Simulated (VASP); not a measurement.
Write the native input for VASP 6.6.1 that does the following.

```
Task                   : single point
Functional             : LDA
Potentials or basis    : VASP PAW LDA potentials, release 64 (Mo_sv)
Cutoff                 : 520 eV
k mesh                 : 16 × 16 × 16
Occupations            : fermi-dirac, width 0.05 eV
Spin                   : collinear spin
Starting moments       : [0.2] μB
Dipole correction      : no
Further INCAR settings : ALGO = Normal; EDIFF = 1e-07; NBANDS = 17
```

The structure of Mo lies in POSCAR:

```
Mo
1.0
   -1.5710000000      1.5710000000      1.5710000000
    1.5710000000     -1.5710000000      1.5710000000
    1.5710000000      1.5710000000     -1.5710000000
Mo
1
Direct
    0.0000000000      0.0000000000      0.0000000000
```

One way to write it, as run:

INCAR

```
SYSTEM = Mo
PREC     = Accurate       ! precision mode
ENCUT    = 520            ! plane-wave cutoff, eV
EDIFF    = 1E-7           ! SCF threshold, eV
ISMEAR   = -1             ! smearing method
SIGMA    = 0.05           ! smearing width, eV
LREAL    = .FALSE.        ! projectors in reciprocal space
LASPH    = .TRUE.         ! aspherical terms in the spheres
NELM     = 150            ! most SCF steps
ALGO     = Normal         ! electronic algorithm
ISIF     = 2              ! what is computed and relaxed
LWAVE    = .FALSE.        ! write WAVECAR
LCHARG   = .FALSE.        ! write CHGCAR
ISPIN    = 2              ! spin polarisation
MAGMOM   = 0.2            ! initial moments
LORBIT   = 11             ! projections on sites
LMAXMIX  = 4              ! l up to which the mixer works
GGA      = CA             ! functional
NBANDS   = 17             ! bands
```

KPOINTS

```
Automatic mesh
0
G
  16 16 16
  0 0 0
```

Potentials or basis: VASP PAW LDA potentials, release 64 (Mo_sv).

Command:

```bash
$ cat potpaw_LDA.64/Mo_sv/POTCAR > POTCAR
$ mpirun -np 1 vasp_std > vasp.out
```

Results of the run:

The pressure is -7.1 GPa, the band gap on the k mesh is zero (filled and empty bands overlap) and the net moment is 0.00 μB per cell. The valence electrons inside the program's atomic spheres are Mo 12.54.

Caveat: the cell stands under tension.

Wall time 32 s on 1 thread of Intel(R) Xeon(R) Platinum 8488C (Sapphire Rapids), with other jobs on the host, peak memory 0.16 GiB.
